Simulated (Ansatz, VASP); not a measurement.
## Two plane-wave programs on C

```
C
1.0
     0.00000    2.11731    2.11731
     2.11731    0.00000    2.11731
     2.11731    2.11731    0.00000
C
3
Direct
  0.50000 0.50000 0.50000
  0.75000 0.75000 0.75000
  0.25000 0.25000 0.25000
```

Alike in both runs: task single point; functional PBE; k mesh 8 × 8 × 8; occupations gaussian, width 0.1 eV; no spin polarisation.

|  | VASP | Ansatz |
| --- | --- | --- |
| version | VASP 6.6.1 | Ansatz 0.2.0 |
| potentials or method | VASP PAW PBE potentials, release 64 (C), cutoff 520 eV | scalar-relativistic, plane waves, PAW |
| valence electrons in the cell | 12 | 12 |

```tsv
	VASP	Ansatz	Ansatz less VASP
gap on the k mesh at the Fermi level (eV)	none	none	-
pressure (GPa)	16.1	15.9	-0.15
```

A gap of «none» marks a metal or a gap that the smearing closes. With one functional, cell and mesh, what is left measures potentials, basis and numerics.
